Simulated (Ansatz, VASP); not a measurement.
## Two plane-wave programs on Sn

Contents of INCAR:

```
SYSTEM = Sn
PREC     = Accurate       ! precision mode
ENCUT    = 500            ! plane-wave cutoff, eV
EDIFF    = 1E-7           ! SCF threshold, eV
ISMEAR   = 0              ! smearing method
SIGMA    = 0.1            ! smearing width, eV
LREAL    = .FALSE.        ! projectors in reciprocal space
LASPH    = .TRUE.         ! aspherical terms in the spheres
NELM     = 120            ! most SCF steps
ALGO     = Normal         ! electronic algorithm
ISIF     = 3              ! what is computed and relaxed
LWAVE    = .FALSE.        ! write WAVECAR
LCHARG   = .FALSE.        ! write CHGCAR
GGA      = PE             ! functional
IBRION   = 2              ! ionic algorithm
NSW      = 80             ! ionic steps
EDIFFG   = -0.05          ! ionic threshold
GGA_COMPAT= .FALSE.      
NELMIN   = 4
```

The input KPOINTS:

```
regular mesh
0
G
  8 8 8
  0 0 0
```

File POSCAR:

```
Sn
1.0
    0.0000000000      1.9166499790      1.9166499790
    1.9166499790      0.0000000000      1.9166499790
    1.9166499790      1.9166499790      0.0000000000
Sn
1
Direct
    0.0000000000      0.0000000000      0.0000000000
```

Input for Ansatz:

```yaml
crystal:
  lattice:
    - [0.0, 1.916649979, 1.916649979]
    - [1.916649979, 0.0, 1.916649979]
    - [1.916649979, 1.916649979, 0.0]
  atoms:
    - { symbol: Sn, position: [0.0, 0.0, 0.0] }
basis:
  ecutwfc: 420
kpoints:
  mp_grid: { grid: [8, 8, 8] }
hamiltonian:
  xc: pbe
scf:
  occupations: { method: gaussian, width: 0.1 }
output:
  forces: true
  stress: true
  eigenvalues: true
relax:
  adjacent_minimum: "off"
  f_tol: 0.05
  max_steps: 60
  cell: { stress_tol: 0.5 }
```

Alike in both runs: task relaxation of cell and atoms; functional PBE; k mesh 8 × 8 × 8; occupations gaussian, width 0.1 eV; no spin polarisation.

|  | VASP | Ansatz |
| --- | --- | --- |
| version | VASP 6.6.1 | Ansatz 0.2.0 |
| potentials or method | VASP PAW PBE potentials, release 64 (Sn_d), cutoff 500 eV | scalar-relativistic, plane waves, PAW |
| valence electrons in the cell | 14 | 14 |

Ansatz gave:

```
gap on the k mesh at the Fermi level, each at its own relaxed structure (eV) : none
relaxed volume (Å³/atom)                                                     : 28.02
relaxed cell length with the largest relative difference (Å)                 : 3.409
```

Q: Estimate VASP's values.

A: gap on the k mesh at the Fermi level, each at its own relaxed structure (eV): none; relaxed volume (Å³/atom): 27.56; relaxed cell length with the largest relative difference (Å): 3.391.

A gap of «none» marks a metal or a gap that the smearing closes.

Noted on VASP's run: the volume moved by over 15 % at a fixed basis, so the end points are rough.
